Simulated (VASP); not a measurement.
**Tl3SbO4: single point with PBEsol**

The system is Tl3SbO4.

```
CELL_PARAMETERS angstrom
-2.86075 2.86075 5.45566
2.86075 -2.86075 5.45566
2.86075 2.86075 -5.45566
ATOMIC_POSITIONS crystal
Tl 0.50000 0.50000 0.00000
Tl 0.75000 0.25000 0.50000
Tl 0.25000 0.75000 0.50000
Sb 0.00000 0.00000 0.00000
O 0.70715 0.09124 0.00000
O 0.09124 0.70715 0.00000
O 0.29285 0.29285 0.38409
O 0.90876 0.90876 0.61591
```

```
Program                : VASP 6.6.1
Task                   : single point
Functional             : PBEsol
Potentials or basis    : VASP PAW PBE potentials, release 64 (Tl_d, Sb, O)
Cutoff                 : 520 eV
k mesh                 : 6 × 6 × 6
Occupations            : fermi-dirac, width 0.03 eV
Spin                   : no spin polarisation
Dipole correction      : no
Further INCAR settings : ALGO = Normal; EDIFF = 1e-07; NBANDS = 44
```

```json
{
 "Pressure": "0.4 GPa",
 "Largest force": "0.232 eV/Å",
 "Band gap on the k mesh": "0.88 eV, indirect (least direct gap 1.54 eV)"
}
```

Forces in eV/Å, atoms in the order of the input:
```
Tl   0.000  0.000  0.000
Tl   0.000  0.000  0.000
Tl   0.000  0.000  0.000
Sb   0.000  0.000  0.000
O    0.134 -0.134 -0.135
O   -0.134  0.134 -0.135
O    0.134  0.134  0.135
O   -0.134 -0.134  0.135
```

Levels at points of the mesh, in eV from the valence-band top:
```
           k point  band 31  band 32  band 33  band 34  band 35  band 36  band 37  band 38
(0.00, 0.00, 0.00)    -2.17    -2.17    -0.68     0.00     1.70     3.20     3.20     3.42
(0.50, 0.00, 0.00)    -1.97    -1.43    -0.94    -0.30     1.88     2.59     3.49     3.71
(0.50, 0.50, 0.00)    -2.03    -1.97    -1.83    -0.50     1.05     2.19     3.32     4.07
(0.50, 0.50, 0.50)    -2.22    -1.49    -0.85    -0.33     2.00     2.00     2.29     3.61
```

Run time: 7 min on 1 thread of Intel(R) Xeon(R) Platinum 8375C CPU @ 2.90GHz (Ice Lake), with other jobs on the host, peak memory 0.51 GiB.

Caveat: the PAW data sets were made with another functional, which shifts forces and pressure a little; spin-orbit coupling is left out, which moves the levels of the heavy elements. A k mesh can miss the band edges.
